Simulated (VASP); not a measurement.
# Pt16CO in VASP: single point with r2SCAN

Aim: the single point of Pt16CO with r2SCAN.

Program: VASP 6.6.1. These are calculated values, not measurements. Logs are shortened: lines on timing, memory, paths and dates and some standing lists are left out, and cuts for length are marked.

## (1) The cell of the first run

The cell holds a slab with vacuum, 18 atoms: a = 5.549 Å, b = 5.549 Å, c = 24.797 Å, α = 90.00°, β = 90.00°, γ = 60.00°.

## (2) Single point, r2SCAN

Input file POSCAR:

```
Pt16CO
1.0
    5.5493740188      0.0000000000      0.0000000000
    2.7746870094      4.8058988753      0.0000000000
    0.0000000000      0.0000000000     24.7965673689
Pt C O
16 1 1
Direct
    0.0000000000      0.0000000000      0.3629534631
    0.5000000000      0.0000000000      0.3629534631
    0.0000000000      0.5000000000      0.3629534631
    0.5000000000      0.5000000000      0.3629534631
    0.1666666667      0.1666666667      0.4543178210
    0.6666666667      0.1666666667      0.4543178210
    0.1666666667      0.6666666667      0.4543178210
    0.6666666667      0.6666666667      0.4543178210
   -0.1649855701      0.3324927851      0.5459814018
    0.3324927851      0.3324927851      0.5459814018
   -0.1666666667      0.8333333333      0.5476321937
    0.3324927851      0.8350144299      0.5459814018
   -0.0026362659     -0.0026362659      0.6426279644
    0.5052725318     -0.0026362659      0.6426279644
   -0.0026362659      0.5052725318      0.6426279644
    0.5000000000      0.5000000000      0.6366972724
    0.1666666667      0.1666666667      0.6962105014
    0.1666666667      0.1666666667      0.7436293914
```

Input file INCAR.step1:

```
SYSTEM = Pt16CO
PREC = Accurate
ENCUT = 520
ISMEAR = 0
SIGMA = 0.1
LREAL = Auto
LASPH = .TRUE.
NELM = 100
LDIPOL = .TRUE.
IDIPOL = 3
DIPOL = 0.5 0.5 0.526
NBANDS = 100
GGA = PE
ALGO = Normal
EDIFF = 1E-4
LWAVE = .TRUE.
LCHARG = .FALSE.
```

Input file INCAR.step2:

```
SYSTEM = Pt16CO
PREC = Accurate
ENCUT = 520
EDIFF = 1E-6
ISMEAR = 0
SIGMA = 0.1
LREAL = Auto
LASPH = .TRUE.
NELM = 100
ALGO = Normal
ISIF = 2
LWAVE = .FALSE.
LCHARG = .TRUE.
LDIPOL = .TRUE.
IDIPOL = 3
DIPOL = 0.5 0.5 0.526
METAGGA = R2SCAN
LMIXTAU = .TRUE.
LELF = .TRUE.
LVHAR = .TRUE.
LVACPOTAV = .TRUE.
NBANDS = 100
ISTART = 1
```

Input file KPOINTS:

```
Automatic mesh
0
G
  6 6 1
  0 0 0
```

Potentials or basis: VASP PAW PBE potentials, release 64 (Pt, C, O).

Launch:

```sh
$ cat potpaw_PBE.64/Pt/POTCAR potpaw_PBE.64/C/POTCAR potpaw_PBE.64/O/POTCAR > POTCAR
$ cp INCAR.step1 INCAR
$ mpirun -np 1 vasp_std > vasp.out
$ cp INCAR.step2 INCAR
$ mpirun -np 1 vasp_std > vasp.out
```

OUTCAR:

```text
SYSTEM = Pt16CO
   PREC = Accurate
   ENCUT = 520
   EDIFF = 1E-6
   ISMEAR = 0
   LREAL = Auto
   LASPH = .TRUE.
   NELM = 100
   ISIF = 2
   METAGGA = R2SCAN
   ISTART = 1

 ion  position               nearest neighbor table
   1  0.000  0.000  0.363-   7 2.77   6 2.77   5 2.77   3 2.77   3 2.77   4 2.77   4 2.77   2 2.77
                             2 2.77
   2  0.500  0.000  0.363-   8 2.77   5 2.77   6 2.77   4 2.77   3 2.77   4 2.77   3 2.77   1 2.77
                             1 2.77
   3  0.000  0.500  0.363-   5 2.77   8 2.77   7 2.77   1 2.77   1 2.77   2 2.77   2 2.77   4 2.77
                             4 2.77
   4  0.500  0.500  0.363-   6 2.77   7 2.77   8 2.77   2 2.77   1 2.77   2 2.77   1 2.77   3 2.77
                             3 2.77
   5  0.167  0.167  0.454-   3 2.77   2 2.77   1 2.77   7 2.77   7 2.77   8 2.77   8 2.77   6 2.77
                             6 2.77  12 2.78  10 2.78   9 2.78
   6  0.667  0.167  0.454-   4 2.77   1 2.77   2 2.77   8 2.77   7 2.77   8 2.77   7 2.77   5 2.77
                             5 2.77   9 2.78  10 2.78  11 2.81
   7  0.167  0.667  0.454-   1 2.77   4 2.77   3 2.77   5 2.77   5 2.77   6 2.77   6 2.77   8 2.77
                             8 2.77  10 2.78  12 2.78  11 2.81
   8  0.667  0.667  0.454-   2 2.77   3 2.77   4 2.77   6 2.77   5 2.77   6 2.77   5 2.77   7 2.77
                             7 2.77   9 2.78  12 2.78  11 2.81
   9  0.835  0.332  0.546-  12 2.76  10 2.76  16 2.77  11 2.78  11 2.78   5 2.78   8 2.78   6 2.78
                            12 2.79  10 2.79  15 2.89  13 2.89
  10  0.332  0.332  0.546-  12 2.76   9 2.76  16 2.77  11 2.78  11 2.78   5 2.78   7 2.78   6 2.78
                            12 2.79   9 2.79  14 2.89  15 2.89
  11  0.833  0.833  0.548-   9 2.78  12 2.78  10 2.78  10 2.78   9 2.78  12 2.78   8 2.81   6 2.81
                             7 2.81  15 2.83  14 2.83  13 2.83
  12  0.332  0.835  0.546-   9 2.76  10 2.76  16 2.77  11 2.78  11 2.78   5 2.78   7 2.78   8 2.78
                             9 2.79  10 2.79  14 2.89  13 2.89
  13  0.997  0.997  0.643-  17 2.10  15 2.73  14 2.73  16 2.78  16 2.78  15 2.82  14 2.82  11 2.83
                             9 2.89  12 2.89
  14  0.505  0.997  0.643-  17 2.10  15 2.73  13 2.73  16 2.78  16 2.78  15 2.82  13 2.82  11 2.83
                            12 2.89  10 2.89
  15  0.997  0.505  0.643-  17 2.10  14 2.73  13 2.73  16 2.78  16 2.78  14 2.82  13 2.82  11 2.83
                             9 2.89  10 2.89
  16  0.500  0.500  0.637-  10 2.77  12 2.77   9 2.77  13 2.78  14 2.78  14 2.78  13 2.78  15 2.78
                            15 2.78
  17  0.167  0.167  0.696-  18 1.18  15 2.10  14 2.10  13 2.10
  18  0.167  0.167  0.744-  17 1.18

  LATTYP: Found a hexagonal cell.
 ALAT       =     5.5493740187
 C/A-ratio  =     4.4683539594

  Lattice vectors:

 A1 = (  -2.7746870094,  -4.8058988753,   0.0000000000)
 A2 = (   5.5493740188,   0.0000000000,   0.0000000000)
 A3 = (   0.0000000000,   0.0000000000,  24.7965673689)

Analysis of symmetry for initial positions (statically):
=====================================================================
 Subroutine PRICEL returns:
 Original cell was already a primitive cell.

 Routine SETGRP: Setting up the symmetry group for a
 hexagonal supercell.

 Subroutine GETGRP returns: Found  6 space group operations
 (whereof  2 operations were pure point group operations)
 out of a pool of 24 trial point group operations.

The static configuration has the point symmetry C_1h.
 The point group associated with its full space group is C_3v.

Analysis of symmetry for dynamics (positions and initial velocities):
=====================================================================
 Subroutine PRICEL returns:
 Original cell was already a primitive cell.

 Routine SETGRP: Setting up the symmetry group for a
 hexagonal supercell.

 Subroutine GETGRP returns: Found  6 space group operations
 (whereof  2 operations were pure point group operations)
 out of a pool of 24 trial point group operations.

The dynamic configuration has the point symmetry C_1h.
 The point group associated with its full space group is C_3v.

 Subroutine INISYM returns: Found  6 space group operations
 (whereof  2 operations are pure point group operations),
 and found     1 'primitive' translations

----------------------------------------------------------------------------------------

                                     Primitive cell

  volume of cell :     661.3178

  direct lattice vectors                    reciprocal lattice vectors
     5.549374019  0.000000000  0.000000000     0.180200505 -0.104038810  0.000000000
     2.774687009  4.805898875  0.000000000     0.000000000  0.208077620  0.000000000
     0.000000000  0.000000000 24.796567369     0.000000000  0.000000000  0.040328163

  length of vectors
     5.549374019  5.549374019 24.796567369     0.208077620  0.208077620  0.040328163

  position of ions in fractional coordinates (direct lattice)
     0.000000000  0.000000000  0.362953463
     0.500000000  0.000000000  0.362953463
     0.000000000  0.500000000  0.362953463
     0.500000000  0.500000000  0.362953463
     0.166666667  0.166666667  0.454317821
     0.666666667  0.166666667  0.454317821
[... 10 lines left out ...]
     0.166666667  0.166666667  0.696210501
     0.166666667  0.166666667  0.743629391

  ion indices of the primitive-cell ions
   primitive index   ion index
                 1           1
                 2           2
                 3           3
                 4           4
                 5           5
                 6           6
[... 10 lines left out ...]
                17          17
                18          18

----------------------------------------------------------------------------------------

 KPOINTS: Automatic mesh

Automatic generation of k-mesh.
 Grid dimensions read from file:
 generate k-points for:    6    6    1

 Generating k-lattice:

  Cartesian coordinates                     Fractional coordinates (reciprocal lattice)
     0.030033417 -0.017339802  0.000000000     0.166666667  0.000000000  0.000000000
     0.000000000  0.034679603  0.000000000     0.000000000  0.166666667  0.000000000
     0.000000000  0.000000000  0.040328163     0.000000000  0.000000000  1.000000000

  Length of vectors
     0.034679603  0.034679603  0.040328163

  Shift w.r.t. Gamma in fractional coordinates (k-lattice)
     0.000000000  0.000000000  0.000000000

 Subroutine IBZKPT returns following result:
 ===========================================

 Found      7 irreducible k-points:

 Following reciprocal coordinates:
            Coordinates               Weight
  0.000000  0.000000  0.000000      1.000000
  0.166667 -0.000000  0.000000      6.000000
  0.333333 -0.000000  0.000000      6.000000
  0.500000 -0.000000  0.000000      3.000000
  0.333333  0.166667  0.000000      6.000000
  0.500000  0.166667  0.000000     12.000000
 -0.333333  0.333333  0.000000      2.000000
   k-points           NKPTS =      7   k-points in BZ     NKDIM =      7   number of bands    NBANDS=    100
   number of dos      NEDOS =    301   number of ions     NIONS =     18
   total plane-waves  NPLWV = 338688
   dimension x,y,z NGX =    42 NGY =   42 NGZ =  192
   dimension x,y,z NGXF=    84 NGYF=   84 NGZF=  384
   ions per type =              16   1   1
   NGX,Y,Z   is equivalent  to a cutoff of  12.58, 12.58, 12.87 a.u.
   NGXF,Y,Z  is equivalent  to a cutoff of  25.16, 25.16, 25.74 a.u.
 SYSTEM =  Pt16CO
   PREC   = accura    normal or accurate (medium, high low for compatibility)
   ISTART =      1    job   : 0-new  1-cont  2-samecut
   ICHARG =      0    charge: 1-file 2-atom 10-const
   ISPIN  =      1    spin polarized calculation?
   LNONCOLLINEAR =      F non collinear calculations
   LSORBIT =      F    spin-orbit coupling
   LASPH  =      T    aspherical Exc in radial PAW
   ENCUT  =  520.0 eV  38.22 Ry    6.18 a.u.  10.32 10.32 46.11*2*pi/ulx,y,z
   NELM   =    100;   NELMIN=  2; NELMDL=  0     # of ELM steps
   EDIFF  = 0.1E-05   stopping-criterion for ELM
   LREAL  =      T    real-space projection
   EDIFFG = 0.1E-04   stopping-criterion for IOM
   NSW    =      0    number of steps for IOM
   IBRION =     -1    ionic relax: 0-MD 1-quasi-New 2-CG
   NFREE  =      0    steps in history (QN), initial steepest desc. (CG)
   ISIF   =      2    stress and relaxation
   ISYM   =      2    0-nonsym 1-usesym 2-fastsym
   POTIM  = 0.5000    time-step for ionic-motion
   TEBEG  =    0.0;   TEEND  =   0.0 temperature during run
   PSTRESS=    0.0 pullay stress
   NELECT =     170.0000    total number of electrons
   NUPDOWN=      -1.0000    fix difference up-down
   EMIN   =  10.00;   EMAX   =-10.00  energy-range for DOS
   EFERMI =   0.00;   METHOD = LEGACY
   ISMEAR =     0;   SIGMA  =   0.10  broadening in eV -4-tet -1-fermi 0-gaus
   EFERMI_NEDOS =   21; number of points for ismear=-14 and -15
   IALGO  =     38    algorithm
   IMIX   =      4    mixing-type and parameters
     AMIX     =   0.40;   BMIX     =  1.00
     AMIX_MAG =   1.60;   BMIX_MAG =  1.00
  volume/ion in A,a.u.               =      36.74       247.93
  Fermi-wavevector in a.u.,A,eV,Ry     =   1.040929  1.967070 14.742362  1.083533
  Thomas-Fermi vector in A             =   2.175527
   LORBIT       =      0    0 simple, 1 ext, 2 COOP (PROOUT), +10 PAW based schemes
   METAGGA = R2SCAN    functional components
   LHFCALC =     F    Hartree Fock is set to
   AEXX    =    0.0000 exact exchange contribution
   IVDW    =     0    specifies the selected vdW correction
   LEPSILON=     F    determine dielectric tensor
   LRPA    =     F    only Hartree local field effects (RPA)
 non-spin polarized calculation
 Gauss-broadening in eV      SIGMA  =   0.10
  energy-cutoff  :      520.00
  volume of cell :      661.32
 maximum number of plane-waves:     17895
 NGX is ok and might be reduce to    42
   NGX = 21   NGY = 21   NGZ = 93

 dipolmoment           0.000000      0.000000     -0.017960 electrons x Angstroem

 number of electron     170.0000009 magnetization

 dipolmoment           0.000000      0.000000      0.140516 electrons x Angstroem

 Free energy of the ion-electron system (eV)
  ---------------------------------------------------
  ext. energy  EPLUGINS =         0.00000000
  ---------------------------------------------------
  free energy    TOTEN  =      -837.05142120 eV

  energy without entropy =     -836.92944225  energy(sigma->0) =     -836.99043172

 E-fermi :   0.3007     XC(G=0):  -6.2735

 val. band max:        0.2643502597   @ k =   0.5000  -0.0000   0.0000
 cond. band min:       0.3125278806   @ k =   0.5000  -0.0000   0.0000
 fundamental gap:      0.0481776208
 Fermi energy:         0.3007115877

 k-point     1 :       0.0000    0.0000    0.0000
  band No.  band energies     occupation
      1     -23.5167      2.00000
      2     -11.1647      2.00000
      3      -9.3660      2.00000
      4      -7.9643      2.00000
      5      -7.0958      2.00000
      6      -6.9868      2.00000
[... 89 lines left out ...]
     96       3.1764      0.00000
     97       3.1764      0.00000

 k-point     2 :       0.1667   -0.0000    0.0000
  band No.  band energies     occupation
      1     -23.5165      2.00000
      2     -11.0781      2.00000
      3      -9.1260      2.00000
      4      -7.7474      2.00000
      5      -7.0053      2.00000
      6      -6.7979      2.00000
[... 589 lines left out ...]
     96       3.1855      0.00000
     97       4.1931      0.00000
 [bands above 97 left out]

------------------------ aborting loop because EDIFF is reached ----------------------------------------

  FORCE on cell =-STRESS in cart. coord.  units (eV):
  Direction    XX          YY          ZZ          XY          YZ          ZX
  --------------------------------------------------------------------------------------
  -------------------------------------------------------------------------------------
  Total      -13.3244911    -13.3244911      3.7708910      0.0000000      0.0000000      0.0000000
  in kB      -32.2813006    -32.2813006      9.1357535      0.0000000      0.0000000      0.0000000
  external PRESSURE =     -18.4756159 kB  Pullay stress =       0.0000000 kB

 VOLUME and BASIS-vectors are now :
 -----------------------------------------------------------------------------
  energy-cutoff  :      520.00
  volume of cell :      661.32
      direct lattice vectors                 reciprocal lattice vectors
     5.549374019  0.000000000  0.000000000     0.180200505 -0.104038810  0.000000000
     2.774687009  4.805898875  0.000000000     0.000000000  0.208077620  0.000000000
     0.000000000  0.000000000 24.796567369     0.000000000  0.000000000  0.040328163

 POSITION                                       TOTAL-FORCE (eV/Angst)
 -----------------------------------------------------------------------------------
      0.00000      0.00000      9.00000         0.032200      0.018591     -0.230476
      2.77469      0.00000      9.00000        -0.032200      0.018591     -0.230476
      1.38734      2.40295      9.00000        -0.000000     -0.037181     -0.230476
      4.16203      2.40295      9.00000         0.000000      0.000000     -0.340137
      1.38734      0.80098     11.26552         0.000000      0.000000      0.315980
      4.16203      0.80098     11.26552         0.000000     -0.022602      0.205964
[... 10 lines left out ...]
      1.38734      0.80098     17.26363         0.000000      0.000000     -0.732534
      1.38734      0.80098     18.43946         0.000000     -0.000000      0.820669
 -----------------------------------------------------------------------------------
    total drift:                                0.000003      0.000001      0.000339

  FREE ENERGIE OF THE ION-ELECTRON SYSTEM (eV)
  ---------------------------------------------------
  free  energy   TOTEN  =      -837.0514212013 eV

  energy  without entropy=     -836.9294422481  energy(sigma->0) =     -836.99043172

 vacuum level on the upper side and lower side of the slab         6.981         6.028
```

It took 2.3 h on 1 thread of AMD EPYC 7R13 (Zen 3), shared host; peak memory 0.95 GiB.

What came out:

```
Free energy            : -837.0514 eV
Largest force          : 0.821 eV/Å
Band gap on the k mesh : zero (bands 85 and 86 overlap by 0.75 eV)
```

Forces in eV/Å, atoms in the order of the input:
```
Pt   0.032  0.019 -0.230
Pt  -0.032  0.019 -0.230
Pt   0.000 -0.037 -0.230
Pt   0.000  0.000 -0.340
Pt   0.000  0.000  0.316
Pt   0.000 -0.023  0.206
Pt  -0.020  0.011  0.206
Pt   0.020  0.011  0.206
Pt   0.000  0.000  0.018
Pt   0.000  0.000  0.018
Pt   0.000  0.000 -0.006
Pt   0.000  0.000  0.018
Pt  -0.034 -0.020 -0.017
Pt   0.034 -0.020 -0.017
Pt   0.000  0.040 -0.017
Pt   0.000  0.000  0.010
C    0.000  0.000 -0.733
O    0.000  0.000  0.821
```

Levels at points of the mesh, in eV from the Fermi level:
```csv
k point,band 83,band 84,band 85,band 86,band 87,band 88
"(0.00, 0.00, 0.00)",0.34,0.40,0.40,0.40,0.62,0.63
"(0.50, 0.00, 0.00)",-0.16,-0.07,-0.04,0.01,0.04,0.17
```

Caveat: the PAW data sets were made with another functional, which shifts forces and pressure a little; spin-orbit coupling is left out, which moves the levels of the heavy elements.
